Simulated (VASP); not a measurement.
# Co (P6_3/mmc) in VASP: further runs

Runs on Co. Level: PBEsol. Tasks: single point, relaxation of cell and atoms.

Everything below comes from runs of VASP 6.6.1. Logs are shortened: lines on timing, memory, paths and dates and some standing lists are left out, and cuts for length are marked.

## (1) The cell of the first run

It takes space group P6_3/mmc (No. 194, hexagonal). The conventional cell has a = 2.458 Å, b = 2.458 Å, c = 3.961 Å, α = 90.00°, β = 90.00°, γ = 120.00°. Co (site symmetry -6m2) has 12 Co at 2.44 to 2.46 Å within 3.2 Å.

## (2) Single point, PBEsol, collinear spin, ferromagnetic start

The input, INCAR:

```
SYSTEM = Co
PREC = Accurate
ENCUT = 600
EDIFF = 1E-6
ISMEAR = 0
SIGMA = 0.1
LREAL = .False.
LASPH = .True.
NELM = 200
ALGO = Normal
ISIF = 2
LWAVE = .False.
LCHARG = .True.
ISPIN = 2
MAGMOM = 1.94 1.94
LORBIT = 11
LMAXMIX = 4
GGA = PS
LELF = .True.
LVHAR = .True.
NBANDS = 28
GGA_COMPAT = .False.
```

The input, KPOINTS:

```
Automatic mesh
0
Gamma
  12 12 6
  0 0 0
```

The input, POSCAR:

```
Co
1.0
    2.4579781698      0.0000000000      0.0000000000
   -1.2289890849      2.1286715370      0.0000000000
    0.0000000000      0.0000000000      3.9606057737
Co
2
Direct
    0.3333333333      0.6666666667      0.2500000000
    0.6666666667      0.3333333333      0.7500000000
```

Potentials or basis: VASP PAW PBE potentials, release 64 (Co_sv).

The run is started by

```sh
$ cat potpaw_PBE.64/Co_sv/POTCAR > POTCAR
$ mpirun -np 1 vasp_std > vasp.out
```

OUTCAR:

```text
SYSTEM = Co
   PREC = Accurate
   ENCUT = 600
   EDIFF = 1E-6
   ISMEAR = 0
   LREAL = .False.
   LASPH = .True.
   NELM = 200
   ISIF = 2
   ISPIN = 2
   LORBIT = 11
   GGA = PS

 ion  position               nearest neighbor table
   1  0.333  0.667  0.250-   2 2.44   2 2.44   2 2.44   2 2.44   2 2.44   2 2.44
   2  0.667  0.333  0.750-   1 2.44   1 2.44   1 2.44   1 2.44   1 2.44   1 2.44

  LATTYP: Found a hexagonal cell.
 ALAT       =     2.4579781698
 C/A-ratio  =     1.6113266677

  Lattice vectors:

 A1 = (   2.4579781698,   0.0000000000,   0.0000000000)
 A2 = (  -1.2289890849,   2.1286715370,   0.0000000000)
 A3 = (   0.0000000000,   0.0000000000,   3.9606057737)

Analysis of symmetry for initial positions (statically):
=====================================================================
 Subroutine PRICEL returns:
 Original cell was already a primitive cell.

 Routine SETGRP: Setting up the symmetry group for a
 hexagonal supercell.

 Subroutine GETGRP returns: Found 24 space group operations
 (whereof 12 operations were pure point group operations)
 out of a pool of 24 trial point group operations.

The static configuration has the point symmetry D_3d.
 The point group associated with its full space group is D_6h.

Analysis of symmetry for dynamics (positions and initial velocities):
=====================================================================
 Subroutine PRICEL returns:
 Original cell was already a primitive cell.

 Routine SETGRP: Setting up the symmetry group for a
 hexagonal supercell.

 Subroutine GETGRP returns: Found 24 space group operations
 (whereof 12 operations were pure point group operations)
 out of a pool of 24 trial point group operations.

The dynamic configuration has the point symmetry D_3d.
 The point group associated with its full space group is D_6h.

Analysis of structural, dynamic, and magnetic symmetry:
=====================================================================
 Subroutine PRICEL returns:
 Original cell was already a primitive cell.

 Routine SETGRP: Setting up the symmetry group for a
 hexagonal supercell.

 Subroutine GETGRP returns: Found 24 space group operations
 (whereof 12 operations were pure point group operations)
 out of a pool of 24 trial point group operations.

The overall configuration has the point symmetry D_3d.
 The point group associated with its full space group is D_6h.

 Subroutine INISYM returns: Found 24 space group operations
 (whereof 12 operations are pure point group operations),
 and found     1 'primitive' translations

----------------------------------------------------------------------------------------

                                     Primitive cell

  volume of cell :      20.7228

  direct lattice vectors                    reciprocal lattice vectors
     2.457978170  0.000000000  0.000000000     0.406838438  0.234888282  0.000000000
    -1.228989085  2.128671537  0.000000000     0.000000000  0.469776564  0.000000000
     0.000000000  0.000000000  3.960605774     0.000000000  0.000000000  0.252486629

  length of vectors
     2.457978170  2.457978170  3.960605774     0.469776564  0.469776564  0.252486629

  position of ions in fractional coordinates (direct lattice)
     0.333333333  0.666666667  0.250000000
     0.666666667  0.333333333  0.750000000

  ion indices of the primitive-cell ions
   primitive index   ion index
                 1           1
                 2           2

----------------------------------------------------------------------------------------

 KPOINTS: Automatic mesh

Automatic generation of k-mesh.
 Grid dimensions read from file:
 generate k-points for:   12   12    6

 Generating k-lattice:

  Cartesian coordinates                     Fractional coordinates (reciprocal lattice)
     0.033903203  0.019574023  0.000000000     0.083333333  0.000000000  0.000000000
     0.000000000  0.039148047  0.000000000     0.000000000  0.083333333  0.000000000
     0.000000000  0.000000000  0.042081105     0.000000000  0.000000000  0.166666667

  Length of vectors
     0.039148047  0.039148047  0.042081105

  Shift w.r.t. Gamma in fractional coordinates (k-lattice)
     0.000000000  0.000000000  0.000000000

 Subroutine IBZKPT returns following result:
 ===========================================

 Found     76 irreducible k-points:

 Following reciprocal coordinates:
            Coordinates               Weight
  0.000000  0.000000  0.000000      1.000000
  0.083333 -0.000000  0.000000      6.000000
  0.166667 -0.000000  0.000000      6.000000
  0.250000  0.000000  0.000000      6.000000
  0.333333 -0.000000  0.000000      6.000000
  0.416667 -0.000000  0.000000      6.000000
[... 16 lines left out ...]
  0.250000  0.000000  0.166667     12.000000
  0.333333 -0.000000  0.166667     12.000000
 [... further k-points ...]
   k-points           NKPTS =     76   k-points in BZ     NKDIM =     76   number of bands    NBANDS=     28
   number of dos      NEDOS =    301   number of ions     NIONS =      2
   total plane-waves  NPLWV =  12800
   dimension x,y,z NGX =    20 NGY =   20 NGZ =   32
   dimension x,y,z NGXF=    40 NGYF=   40 NGZF=   64
   ions per type =               2
   NGX,Y,Z   is equivalent  to a cutoff of  13.53, 13.53, 13.43 a.u.
   NGXF,Y,Z  is equivalent  to a cutoff of  27.05, 27.05, 26.86 a.u.
 SYSTEM =  Co
   PREC   = accura    normal or accurate (medium, high low for compatibility)
   ISTART =      0    job   : 0-new  1-cont  2-samecut
   ICHARG =      2    charge: 1-file 2-atom 10-const
   ISPIN  =      2    spin polarized calculation?
   LNONCOLLINEAR =      F non collinear calculations
   LSORBIT =      F    spin-orbit coupling
   LASPH  =      T    aspherical Exc in radial PAW
   ENCUT  =  600.0 eV  44.10 Ry    6.64 a.u.   4.91  4.91  7.91*2*pi/ulx,y,z
   NELM   =    200;   NELMIN=  2; NELMDL= -5     # of ELM steps
   EDIFF  = 0.1E-05   stopping-criterion for ELM
   LREAL  =      F    real-space projection
   EDIFFG = 0.1E-04   stopping-criterion for IOM
   NSW    =      0    number of steps for IOM
   IBRION =     -1    ionic relax: 0-MD 1-quasi-New 2-CG
   NFREE  =      0    steps in history (QN), initial steepest desc. (CG)
   ISIF   =      2    stress and relaxation
   ISYM   =      2    0-nonsym 1-usesym 2-fastsym
   POTIM  = 0.5000    time-step for ionic-motion
   TEBEG  =    0.0;   TEEND  =   0.0 temperature during run
   PSTRESS=    0.0 pullay stress
   NELECT =      34.0000    total number of electrons
   NUPDOWN=      -1.0000    fix difference up-down
   EMIN   =  10.00;   EMAX   =-10.00  energy-range for DOS
   EFERMI =   0.00;   METHOD = LEGACY
   ISMEAR =     0;   SIGMA  =   0.10  broadening in eV -4-tet -1-fermi 0-gaus
   EFERMI_NEDOS =   21; number of points for ismear=-14 and -15
   IALGO  =     38    algorithm
   IMIX   =      4    mixing-type and parameters
     AMIX     =   0.40;   BMIX     =  1.00
     AMIX_MAG =   1.60;   BMIX_MAG =  1.00
  volume/ion in A,a.u.               =      10.36        69.92
  Fermi-wavevector in a.u.,A,eV,Ry     =   1.930864  3.648804 50.725732  3.728236
  Thomas-Fermi vector in A             =   2.962987
   LORBIT       =     11    0 simple, 1 ext, 2 COOP (PROOUT), +10 PAW based schemes
   GGA     = PS    functional components
   LHFCALC =     F    Hartree Fock is set to
   AEXX    =    0.0000 exact exchange contribution
   IVDW    =     0    specifies the selected vdW correction
   LEPSILON=     F    determine dielectric tensor
   LRPA    =     F    only Hartree local field effects (RPA)
 spin polarized calculation
 Gauss-broadening in eV      SIGMA  =   0.10
  energy-cutoff  :      600.00
  volume of cell :       20.72
 maximum number of plane-waves:       708
 NGX is ok and might be reduce to    20

 number of electron      33.9999991 magnetization       3.0961799

 Free energy of the ion-electron system (eV)
  ---------------------------------------------------
  ext. energy  EPLUGINS =         0.00000000
  ---------------------------------------------------
  free energy    TOTEN  =       -15.62495805 eV

  energy without entropy =      -15.61540988  energy(sigma->0) =      -15.62018396

 E-fermi :  12.5520     XC(G=0): -14.3953

 val. band max:       12.5446804741   @ k =   0.0833   0.0833   0.3333
 cond. band min:      12.5622677661   @ k =   0.1667   0.1667   0.3333
 fundamental gap:      0.0175872921
 Fermi energy:        12.5520319199

 spin component 1

 k-point     1 :       0.0000    0.0000    0.0000
  band No.  band energies     occupation
      1     -83.1982      1.00000
      2     -83.1267      1.00000
      3     -46.7492      1.00000
      4     -46.4204      1.00000
      5     -46.4204      1.00000
      6     -46.3622      1.00000
[... 20 lines left out ...]
     27      38.8927      0.00000
     28      38.8927      0.00000

 k-point     2 :       0.0833   -0.0000    0.0000
  band No.  band energies     occupation
      1     -83.1943      1.00000
      2     -83.1249      1.00000
      3     -46.7407      1.00000
      4     -46.4382      1.00000
      5     -46.4264      1.00000
      6     -46.3816      1.00000
[... 20 lines left out ...]
     27      40.2711      0.00000
     28      41.2603      0.00000

 k-point     3 :       0.1667   -0.0000    0.0000
  band No.  band energies     occupation
      1     -83.1834      1.00000
      2     -83.1203      1.00000
      3     -46.7155      1.00000
      4     -46.4882      1.00000
      5     -46.4423      1.00000
      6     -46.4335      1.00000
[... 616 lines left out ...]
      3     -46.6719      1.00000
      4     -46.5444      1.00000
      5     -46.5168      1.00000
      6     -46.4581      1.00000
[... 20 lines left out ...]
     27      38.1501      0.00000
     28      38.7263      0.00000

 k-point    24 :       0.3333   -0.0000    0.1667
  band No.  band energies     occupation
      1     -83.1484      1.00000
      2     -83.1129      1.00000
      3     -46.6690      1.00000
      4     -46.5955      1.00000
      5     -46.5685      1.00000
      6     -46.4785      1.00000
[... 20 lines left out ...]
     27      36.3388      0.00000
     28      37.4351      0.00000

 [... further k-points ...]

 spin component 2

 k-point     1 :       0.0000    0.0000    0.0000
  band No.  band energies     occupation
      1     -81.2385      1.00000
      2     -81.1621      1.00000
      3     -44.8583      1.00000
      4     -44.5051      1.00000
      5     -44.5051      1.00000
      6     -44.4430      1.00000
[... 20 lines left out ...]
     27      39.2705      0.00000
     28      39.2705      0.00000

 k-point     2 :       0.0833   -0.0000    0.0000
  band No.  band energies     occupation
      1     -81.2344      1.00000
      2     -81.1602      1.00000
      3     -44.8491      1.00000
      4     -44.5245      1.00000
      5     -44.5116      1.00000
      6     -44.4640      1.00000
[... 20 lines left out ...]
     27      40.2374      0.00000
     28      41.6302      0.00000

 k-point     3 :       0.1667   -0.0000    0.0000
  band No.  band energies     occupation
      1     -81.2227      1.00000
      2     -81.1553      1.00000
      3     -44.8218      1.00000
      4     -44.5788      1.00000
      5     -44.5289      1.00000
      6     -44.5202      1.00000
[... 616 lines left out ...]
      3     -44.7749      1.00000
      4     -44.6397      1.00000
      5     -44.6098      1.00000
      6     -44.5460      1.00000
[... 20 lines left out ...]
     27      38.5374      0.00000
     28      39.1100      0.00000

 k-point    24 :       0.3333   -0.0000    0.1667
  band No.  band energies     occupation
      1     -81.1854      1.00000
      2     -81.1473      1.00000
      3     -44.7732      1.00000
      4     -44.6950      1.00000
      5     -44.6642      1.00000
      6     -44.5679      1.00000
[... 20 lines left out ...]
     27      36.7669      0.00000
     28      37.8204      0.00000

 [... further k-points ...]

------------------------ aborting loop because EDIFF is reached ----------------------------------------

  FORCE on cell =-STRESS in cart. coord.  units (eV):
  Direction    XX          YY          ZZ          XY          YZ          ZX
  --------------------------------------------------------------------------------------
  -------------------------------------------------------------------------------------
  Total       -0.5655286     -0.5655286     -0.5852164      0.0000000      0.0000000      0.0000000
  in kB      -43.7236926    -43.7236926    -45.2458551      0.0000000      0.0000000      0.0000000
  external PRESSURE =     -44.2310801 kB  Pullay stress =       0.0000000 kB

 VOLUME and BASIS-vectors are now :
 -----------------------------------------------------------------------------
  energy-cutoff  :      600.00
  volume of cell :       20.72
      direct lattice vectors                 reciprocal lattice vectors
     2.457978170  0.000000000  0.000000000     0.406838438  0.234888282  0.000000000
    -1.228989085  2.128671537  0.000000000     0.000000000  0.469776564  0.000000000
     0.000000000  0.000000000  3.960605774     0.000000000  0.000000000  0.252486629

 POSITION                                       TOTAL-FORCE (eV/Angst)
 -----------------------------------------------------------------------------------
     -0.00000      1.41911      0.99015        -0.000000      0.000000      0.000000
      1.22899      0.70956      2.97045         0.000000     -0.000000      0.000000
 -----------------------------------------------------------------------------------
    total drift:                                0.000000     -0.000000      0.000000

  FREE ENERGIE OF THE ION-ELECTRON SYSTEM (eV)
  ---------------------------------------------------
  free  energy   TOTEN  =       -15.6249580477 eV

  energy  without entropy=      -15.6154098754  energy(sigma->0) =      -15.62018396

 total charge

# of ion       s       p       d       tot
------------------------------------------
    1        2.256   6.132   6.699  15.086
    2        2.256   6.132   6.699  15.086
--------------------------------------------------
tot          4.512  12.263  13.397  30.172

 magnetization (x)

# of ion       s       p       d       tot
------------------------------------------
    1       -0.005  -0.014   1.625   1.606
    2       -0.005  -0.014   1.625   1.606
--------------------------------------------------
tot         -0.011  -0.028   3.249   3.211
```

It took 83 s on 1 thread of Intel Xeon Platinum 8259CL at 2.50GHz (Skylake/Cascade Lake), shared host; peak memory 0.2 GiB.

What came out:

| Quantity | Value |
| --- | --- |
| Free energy | -15.6250 eV |
| Pressure | -4.4 GPa |
| Net moment | 3.10 μB per cell |
| Site moments | Co +1.61 μB |
| Valence electrons inside the program's atomic spheres | Co 15.09 |

Stress tensor (GPa, compression positive):
```
-4.37  0.00  0.00
 0.00 -4.37  0.00
 0.00  0.00 -4.52
```

Caveat: the cell stands under tension; the PAW data sets were made with another functional, which shifts forces and pressure a little.

## (3) Single point, PBEsol, collinear spin, ferromagnetic start

The input, INCAR:

```
SYSTEM = Co
PREC = Accurate
ENCUT = 520
EDIFF = 1E-7
ISMEAR = 0
SIGMA = 0.15
LREAL = .FALSE.
LASPH = .TRUE.
NELM = 150
ALGO = Normal
ISIF = 2
LWAVE = .FALSE.
LCHARG = .TRUE.
ISPIN = 2
MAGMOM = 1.8 1.8
LORBIT = 11
LMAXMIX = 4
GGA = PS
LELF = .TRUE.
LVHAR = .TRUE.
NBANDS = 20
```

The input, KPOINTS:

```
Automatic mesh
0
G
  18 18 8
  0 0 0
```

The input, POSCAR:

```
Co
1.0
    2.4564223054      0.0000000000      0.0000000000
   -1.2282111527      2.1273241189      0.0000000000
    0.0000000000      0.0000000000      3.9694136133
Co
2
Direct
    0.3333333333      0.6666666667      0.2500000000
    0.6666666667      0.3333333333      0.7500000000
```

Potentials or basis: VASP PAW PBE potentials, release 64 (Co).

The run is started by

```sh
$ cat potpaw_PBE.64/Co/POTCAR > POTCAR
$ mpirun -np 1 vasp_std > vasp.out
```

Run time: 3.9 min. Hardware: 1 thread of Intel Xeon 8259CL, shared host; peak memory 0.22 GiB.

It converged, with:

```yaml
Free_energy: -15.4836 eV
Pressure: -0.8 GPa
Net_moment: 3.14 μB per cell
Site_moments: Co +1.58 μB
Valence_electrons_inside_the_program's_atomic_spheres: Co 8.36
```

Levels at points of the mesh, in eV from the Fermi level:
Spin up:
```
           k point  band 8  band 9  band 10  band 11  band 12  band 13
(0.00, 0.00, 0.00)   -1.91   -1.91    -0.72    -0.72    -0.15     6.76
(0.50, 0.00, 0.00)   -0.58   -0.47    -0.42     1.43     3.54    10.01
(0.00, 0.00, 0.50)   -2.70   -1.05    -1.05    -1.05    -1.05    15.53
(0.50, 0.00, 0.50)   -1.00   -0.48    -0.48     1.64     1.64     7.66
```
Spin down:
```
           k point  band 5  band 6  band 7  band 8  band 9  band 10
(0.00, 0.00, 0.00)   -1.05   -0.65   -0.65   -0.21   -0.21    -0.13
(0.50, 0.00, 0.00)   -1.22   -1.11   -0.67    1.23    1.38     1.41
(0.00, 0.00, 0.50)   -1.12   -1.12   -1.12   -1.12    0.73     0.73
(0.50, 0.00, 0.50)   -0.09   -0.09    0.26    0.26    1.34     1.34
```

Caveat: the PAW data sets were made with another functional, which shifts forces and pressure a little.

## (4) Single point, PBEsol, collinear spin, ferromagnetic start

This run uses another cell than the first one: it holds 4 atoms, not 2.

The input, INCAR:

```
SYSTEM = Co
PREC = Accurate ; ENCUT = 520
EDIFF = 1E-6 ; ISMEAR = 0
SIGMA = 0.15 ; LREAL = .FALSE.
LASPH = .TRUE. ; NELM = 150
ALGO = Normal ; ISIF = 2
LWAVE = .FALSE. ; LCHARG = .FALSE.
ISPIN = 2 ; MAGMOM = 1.8 1.8 1.8 1.8
LORBIT = 11 ; LMAXMIX = 4
GGA = PS ; NBANDS = 30
```

The input, KPOINTS:

```
regular mesh
0
G
  18 18 4
  0 0 0
```

The input, POSCAR:

```
Co
1.0
    2.4564223054      0.0000000000      0.0000000000
   -1.2282111527      2.1273241189      0.0000000000
    0.0000000000      0.0000000000      7.9388272266
Co
4
Direct
    0.3333333333      0.6666666667      0.1250000000
    0.3333333333      0.6666666667      0.6250000000
    0.6666666667      0.3333333333      0.3750000000
    0.6666666667      0.3333333333      0.8750000000
```

The run is started by

```sh
$ cat potpaw_PBE.64/Co/POTCAR > POTCAR
$ mpirun -np 1 vasp_std > vasp.out
```

Run time: 6.1 min. Hardware: 1 thread of Intel Xeon 8259CL, shared host; peak memory 0.3 GiB.

The run converged. Its results:

- Free energy: -30.9672 eV
- Pressure: -0.9 GPa
- Net moment: 6.27 μB per cell
- Site moments: Co +1.58 μB
- Valence electrons inside the program's atomic spheres: Co 8.36

Stress tensor (GPa, compression positive):
```
-0.87  0.00  0.00
 0.00 -0.87  0.00
 0.00  0.00 -0.95
```

Levels at points of the mesh, in eV from the Fermi level:
Spin up:
```
           k point  band 17  band 18  band 19  band 20  band 21  band 22  band 23  band 24  band 25  band 26
(0.00, 0.00, 0.00)    -1.91    -1.05    -1.05    -1.05    -1.05    -0.72    -0.72    -0.15     6.76    15.53
(0.50, 0.00, 0.00)    -0.48    -0.48    -0.47    -0.42     1.43     1.64     1.64     3.54     7.66     7.66
(0.00, 0.00, 0.50)    -1.57    -1.57    -1.57    -1.57    -0.77    -0.77    -0.77    -0.77     9.84     9.84
(0.50, 0.00, 0.50)    -0.52    -0.52    -0.44    -0.44     0.96     0.96     3.09     3.09     8.53     8.53
```
Spin down:
```tsv
k point	band 10	band 11	band 12	band 13	band 14	band 15	band 16	band 17	band 18	band 19
(0.00, 0.00, 0.00)	-1.12	-1.07	-1.05	-1.05	-0.65	-0.65	-0.21	-0.21	-0.12	0.73
(0.50, 0.00, 0.00)	-1.11	-0.67	-0.09	-0.09	0.26	0.26	1.23	1.34	1.34	1.38
(0.00, 0.00, 0.50)	-1.16	-1.16	-1.16	-0.84	-0.84	-0.84	-0.84	0.17	0.17	0.17
(0.50, 0.00, 0.50)	-0.91	-0.71	-0.71	0.29	0.29	0.87	0.87	1.30	1.30	1.39
```

Caveat: the PAW data sets were made with another functional, which shifts forces and pressure a little.

(Continued in part 2 of 2.)
